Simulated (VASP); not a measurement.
# SrCl2 (P-3m1) in VASP: single point with PBE

Aim: the single point of SrCl2 with PBE.

All numbers are computed with VASP 6.6.1; they aren't measurements. Logs are shortened: lines on timing, memory, paths and dates and some standing lists are left out, and cuts for length are marked.

## (1) The cell of the first run

It takes space group P-3m1 (No. 164, trigonal). The conventional cell has a = 4.485 Å, b = 4.485 Å, c = 6.180 Å, α = 90.00°, β = 90.00°, γ = 120.00°. Sr (site symmetry -3m) has 6 Cl at 2.93 Å within 3.9 Å. Cl (site symmetry 3m) has 3 Sr at 2.93 Å and 3 Cl at 3.77 Å within 3.9 Å.

## (2) Single point, PBE

INCAR reads:

```
PREC     = Accurate       # precision mode
ENCUT    = 500            # plane-wave cutoff, eV
EDIFF    = 1E-6           # SCF threshold, eV
ISMEAR   = 0              # smearing method
SIGMA    = 0.15           # smearing width, eV
LREAL    = F              # projectors in reciprocal space
LASPH    = T              # aspherical terms in the spheres
NELM     = 120            # most SCF steps
ALGO     = Normal         # electronic algorithm
ISIF     = 2              # what is computed and relaxed
LWAVE    = F              # write WAVECAR
LCHARG   = F              # write CHGCAR
GGA      = PE             # functional
NBANDS   = 19             # bands
GGA_COMPAT= F
```

KPOINTS reads:

```
regular mesh
0
Gamma
  4 4 3
```

POSCAR reads:

```
SrCl2
1.0
    4.4848257085      0.0000000000      0.0000000000
   -2.2424128543      3.8839729951      0.0000000000
    0.0000000000      0.0000000000      6.1804268451
Sr Cl
1 2
Direct
    0.0000000000      0.0000000000      0.5000000000
    0.6666666667      0.3333333333      0.7215115725
    0.3333333333      0.6666666667      0.2784884275
```

Potentials or basis: VASP PAW PBE potentials, release 64 (Sr_sv, Cl).

Launch:

```bash
$ cat potpaw_PBE.64/Sr_sv/POTCAR potpaw_PBE.64/Cl/POTCAR > POTCAR
$ mpirun -np 1 vasp_std > vasp.out
```

OUTCAR:

```text
PREC = Accurate
   ENCUT = 500
   EDIFF = 1E-6
   ISMEAR = 0
   LREAL = F
   LASPH = T
   NELM = 120
   ISIF = 2
   GGA = PE

 ion  position               nearest neighbor table
   1  0.000  0.000  0.500-   2 2.93   3 2.93   2 2.93   3 2.93   2 2.93   3 2.93
   2  0.667  0.333  0.722-   1 2.93   1 2.93   1 2.93
   3  0.333  0.667  0.278-   1 2.93   1 2.93   1 2.93

  LATTYP: Found a hexagonal cell.
 ALAT       =     4.4848257085
 C/A-ratio  =     1.3780751465

  Lattice vectors:

 A1 = (   4.4848257085,   0.0000000000,   0.0000000000)
 A2 = (  -2.2424128543,   3.8839729951,   0.0000000000)
 A3 = (   0.0000000000,   0.0000000000,   6.1804268451)

Analysis of symmetry for initial positions (statically):
=====================================================================
 Subroutine PRICEL returns:
 Original cell was already a primitive cell.

 Routine SETGRP: Setting up the symmetry group for a
 hexagonal supercell.

 Subroutine GETGRP returns: Found 12 space group operations
 (whereof 12 operations were pure point group operations)
 out of a pool of 24 trial point group operations.

The static configuration has the point symmetry D_3d.

Analysis of symmetry for dynamics (positions and initial velocities):
=====================================================================
 Subroutine PRICEL returns:
 Original cell was already a primitive cell.

 Routine SETGRP: Setting up the symmetry group for a
 hexagonal supercell.

 Subroutine GETGRP returns: Found 12 space group operations
 (whereof 12 operations were pure point group operations)
 out of a pool of 24 trial point group operations.

The dynamic configuration has the point symmetry D_3d.

 Subroutine INISYM returns: Found 12 space group operations
 (whereof 12 operations are pure point group operations),
 and found     1 'primitive' translations

----------------------------------------------------------------------------------------

                                     Primitive cell

  volume of cell :     107.6565

  direct lattice vectors                    reciprocal lattice vectors
     4.484825708  0.000000000  0.000000000     0.222974105  0.128734160  0.000000000
    -2.242412854  3.883972995  0.000000000     0.000000000  0.257468319  0.000000000
     0.000000000  0.000000000  6.180426845     0.000000000  0.000000000  0.161801122

  length of vectors
     4.484825708  4.484825709  6.180426845     0.257468319  0.257468319  0.161801122

  position of ions in fractional coordinates (direct lattice)
     0.000000000  0.000000000  0.500000000
     0.666666667  0.333333333  0.721511572
     0.333333333  0.666666667  0.278488428

  ion indices of the primitive-cell ions
   primitive index   ion index
                 1           1
                 2           2
                 3           3

----------------------------------------------------------------------------------------

 KPOINTS: regular mesh

Automatic generation of k-mesh.
 Grid dimensions read from file:
 generate k-points for:    4    4    3

 Generating k-lattice:

  Cartesian coordinates                     Fractional coordinates (reciprocal lattice)
     0.055743526  0.032183540  0.000000000     0.250000000  0.000000000  0.000000000
     0.000000000  0.064367080  0.000000000     0.000000000  0.250000000  0.000000000
     0.000000000  0.000000000  0.053933707     0.000000000  0.000000000  0.333333333

  Length of vectors
     0.064367080  0.064367080  0.053933707

  Shift w.r.t. Gamma in fractional coordinates (k-lattice)
     0.000000000  0.000000000  0.000000000

 Subroutine IBZKPT returns following result:
 ===========================================

 Found      9 irreducible k-points:

 Following reciprocal coordinates:
            Coordinates               Weight
  0.000000  0.000000  0.000000      1.000000
  0.250000 -0.000000  0.000000      6.000000
  0.500000 -0.000000  0.000000      3.000000
  0.250000  0.250000  0.000000      6.000000
  0.000000  0.000000  0.333333      2.000000
  0.250000 -0.000000  0.333333      6.000000
  0.000000  0.250000  0.333333      6.000000
  0.500000 -0.000000  0.333333      6.000000
  0.250000  0.250000  0.333333     12.000000
   k-points           NKPTS =      9   k-points in BZ     NKDIM =      9   number of bands    NBANDS=     19
   number of dos      NEDOS =    301   number of ions     NIONS =      3
   total plane-waves  NPLWV =  62208
   dimension x,y,z NGX =    36 NGY =   36 NGZ =   48
   dimension x,y,z NGXF=    72 NGYF=   72 NGZF=   96
   ions per type =               1   2
   NGX,Y,Z   is equivalent  to a cutoff of  13.34, 13.34, 12.91 a.u.
   NGXF,Y,Z  is equivalent  to a cutoff of  26.69, 26.69, 25.82 a.u.
 SYSTEM =  unknown system
   PREC   = accura    normal or accurate (medium, high low for compatibility)
   ISTART =      0    job   : 0-new  1-cont  2-samecut
   ICHARG =      2    charge: 1-file 2-atom 10-const
   ISPIN  =      1    spin polarized calculation?
   LNONCOLLINEAR =      F non collinear calculations
   LSORBIT =      F    spin-orbit coupling
   LASPH  =      T    aspherical Exc in radial PAW
   ENCUT  =  500.0 eV  36.75 Ry    6.06 a.u.   8.18  8.18 11.27*2*pi/ulx,y,z
   NELM   =    120;   NELMIN=  2; NELMDL= -5     # of ELM steps
   EDIFF  = 0.1E-05   stopping-criterion for ELM
   LREAL  =      F    real-space projection
   EDIFFG = 0.1E-04   stopping-criterion for IOM
   NSW    =      0    number of steps for IOM
   IBRION =     -1    ionic relax: 0-MD 1-quasi-New 2-CG
   NFREE  =      0    steps in history (QN), initial steepest desc. (CG)
   ISIF   =      2    stress and relaxation
   ISYM   =      2    0-nonsym 1-usesym 2-fastsym
   POTIM  = 0.5000    time-step for ionic-motion
   TEBEG  =    0.0;   TEEND  =   0.0 temperature during run
   PSTRESS=    0.0 pullay stress
   NELECT =      24.0000    total number of electrons
   NUPDOWN=      -1.0000    fix difference up-down
   EMIN   =  10.00;   EMAX   =-10.00  energy-range for DOS
   EFERMI =   0.00;   METHOD = LEGACY
   ISMEAR =     0;   SIGMA  =   0.15  broadening in eV -4-tet -1-fermi 0-gaus
   EFERMI_NEDOS =   21; number of points for ismear=-14 and -15
   IALGO  =     38    algorithm
   IMIX   =      4    mixing-type and parameters
     AMIX     =   0.40;   BMIX     =  1.00
     AMIX_MAG =   1.60;   BMIX_MAG =  1.00
  volume/ion in A,a.u.               =      35.89       242.17
  Fermi-wavevector in a.u.,A,eV,Ry     =   0.992655  1.875847 13.406701  0.985365
  Thomas-Fermi vector in A             =   2.124482
   LORBIT       =      0    0 simple, 1 ext, 2 COOP (PROOUT), +10 PAW based schemes
   GGA     = PE    functional components
   LHFCALC =     F    Hartree Fock is set to
   AEXX    =    0.0000 exact exchange contribution
   IVDW    =     0    specifies the selected vdW correction
   LEPSILON=     F    determine dielectric tensor
   LRPA    =     F    only Hartree local field effects (RPA)
 non-spin polarized calculation
 Gauss-broadening in eV      SIGMA  =   0.15
  energy-cutoff  :      500.00
  volume of cell :      107.66
 maximum number of plane-waves:      2746
 NGX is ok and might be reduce to    36
   NGX = 17   NGY = 17   NGZ = 23

 number of electron      23.9999999 magnetization

 Free energy of the ion-electron system (eV)
  ---------------------------------------------------
  ext. energy  EPLUGINS =         0.00000000
  ---------------------------------------------------
  free energy    TOTEN  =       -12.64253647 eV

  energy without entropy =      -12.64253647  energy(sigma->0) =      -12.64253647

 E-fermi :  -1.0843     XC(G=0):  -7.1668

 val. band max:       -1.7223835018   @ k =   0.0000   0.0000   0.0000
 cond. band min:       3.4785596155   @ k =   0.0000   0.0000   0.0000
 fundamental gap:      5.2009431173
 Fermi energy:        -1.0842618304

 k-point     1 :       0.0000    0.0000    0.0000
  band No.  band energies     occupation
      1     -34.3378      2.00000
      2     -16.5592      2.00000
      3     -16.3006      2.00000
      4     -16.3006      2.00000
      5     -14.3635      2.00000
      6     -13.8229      2.00000
[... 11 lines left out ...]
     18       6.8353      0.00000
     19       6.8353      0.00000

 k-point     2 :       0.2500   -0.0000    0.0000
  band No.  band energies     occupation
      1     -34.3343      2.00000
      2     -16.5300      2.00000
      3     -16.4663      2.00000
      4     -16.3181      2.00000
      5     -14.1170      2.00000
      6     -13.9273      2.00000
[... 11 lines left out ...]
     18       6.9369      0.00000
     19       8.0362      0.00000

 k-point     3 :       0.5000   -0.0000    0.0000
  band No.  band energies     occupation
      1     -34.3309      2.00000
      2     -16.6851      2.00000
      3     -16.4012      2.00000
      4     -16.3355      2.00000
      5     -14.1566      2.00000
      6     -13.7867      2.00000
[... 11 lines left out ...]
     18       7.2919      0.00000
     19       7.8296      0.00000

 k-point     4 :       0.2500    0.2500    0.0000
  band No.  band energies     occupation
      1     -34.3309      2.00000
      2     -16.5989      2.00000
      3     -16.4566      2.00000
      4     -16.3877      2.00000
      5     -14.0094      2.00000
      6     -13.9127      2.00000
[... 11 lines left out ...]
     18       7.6788      0.00000
     19       8.3617      0.00000

 k-point     5 :       0.0000    0.0000    0.3333
  band No.  band energies     occupation
      1     -34.3378      2.00000
      2     -16.5631      2.00000
      3     -16.3005      2.00000
      4     -16.3005      2.00000
      5     -14.3279      2.00000
      6     -13.8578      2.00000
[... 11 lines left out ...]
     18       6.9990      0.00000
     19       6.9990      0.00000

 k-point     6 :       0.2500   -0.0000    0.3333
  band No.  band energies     occupation
      1     -34.3343      2.00000
      2     -16.5293      2.00000
      3     -16.4678      2.00000
      4     -16.3180      2.00000
      5     -14.1115      2.00000
      6     -13.9320      2.00000
[... 11 lines left out ...]
     18       6.9364      0.00000
     19       7.5340      0.00000

 k-point     7 :       0.0000    0.2500    0.3333
  band No.  band energies     occupation
      1     -34.3343      2.00000
      2     -16.5313      2.00000
      3     -16.4661      2.00000
      4     -16.3180      2.00000
      5     -14.0870      2.00000
      6     -13.9572      2.00000
[... 11 lines left out ...]
     18       7.0797      0.00000
     19       7.5778      0.00000

 k-point     8 :       0.5000   -0.0000    0.3333
  band No.  band energies     occupation
      1     -34.3309      2.00000
      2     -16.6838      2.00000
      3     -16.4019      2.00000
      4     -16.3354      2.00000
      5     -14.1684      2.00000
      6     -13.7753      2.00000
[... 11 lines left out ...]
     18       7.2401      0.00000
     19       7.5813      0.00000

 k-point     9 :       0.2500    0.2500    0.3333
  band No.  band energies     occupation
      1     -34.3309      2.00000
      2     -16.5976      2.00000
      3     -16.4572      2.00000
      4     -16.3880      2.00000
      5     -14.0222      2.00000
      6     -13.9009      2.00000
[... 11 lines left out ...]
     18       7.4193      0.00000
     19       7.8447      0.00000

------------------------ aborting loop because EDIFF is reached ----------------------------------------

  FORCE on cell =-STRESS in cart. coord.  units (eV):
  Direction    XX          YY          ZZ          XY          YZ          ZX
  --------------------------------------------------------------------------------------
  -------------------------------------------------------------------------------------
  Total       -0.0628975     -0.0628975      0.1721253      0.0000000      0.0000000     -0.0000000
  in kB       -0.9360603     -0.9360603      2.5616216      0.0000000      0.0000000     -0.0000000
  external PRESSURE =       0.2298337 kB  Pullay stress =       0.0000000 kB

 VOLUME and BASIS-vectors are now :
 -----------------------------------------------------------------------------
  energy-cutoff  :      500.00
  volume of cell :      107.66
      direct lattice vectors                 reciprocal lattice vectors
     4.484825708  0.000000000  0.000000000     0.222974105  0.128734160  0.000000000
    -2.242412854  3.883972995  0.000000000     0.000000000  0.257468319  0.000000000
     0.000000000  0.000000000  6.180426845     0.000000000  0.000000000  0.161801122

 POSITION                                       TOTAL-FORCE (eV/Angst)
 -----------------------------------------------------------------------------------
      0.00000      0.00000      3.09021        -0.000000      0.000000      0.000000
      2.24241      1.29466      4.45925        -0.000000      0.000000      0.042743
     -0.00000      2.58932      1.72118         0.000000     -0.000000     -0.042743
 -----------------------------------------------------------------------------------
    total drift:                               -0.000000      0.000000      0.000000

  FREE ENERGIE OF THE ION-ELECTRON SYSTEM (eV)
  ---------------------------------------------------
  free  energy   TOTEN  =       -12.6425364664 eV

  energy  without entropy=      -12.6425364664  energy(sigma->0) =      -12.64253647
```

Wall time 18 s (1 thread of Intel Xeon Platinum 8259CL at 2.50GHz (Skylake/Cascade Lake), shared host); peak memory 0.24 GiB.

Results:

```yaml
Free_energy: -12.6425 eV
Pressure: 0.0 GPa
Largest_force: 0.043 eV/Å
Band_gap_on_the_k_mesh: 5.20 eV, direct
```

Forces in eV/Å, atoms in the order of the input:
```
Sr   0.000  0.000  0.000
Cl   0.000  0.000  0.043
Cl   0.000  0.000 -0.043
```

Levels at points of the mesh, in eV from the valence-band top:
| k point | band 9 | band 10 | band 11 | band 12 | band 13 | band 14 | band 15 | band 16 |
| --- | --- | --- | --- | --- | --- | --- | --- | --- |
| (0.00, 0.00, 0.00) | -1.21 | -0.33 | -0.33 | 0.00 | 5.20 | 6.75 | 6.75 | 7.65 |
| (0.50, 0.00, 0.00) | -0.81 | -0.79 | -0.55 | -0.53 | 5.86 | 7.02 | 8.06 | 8.13 |
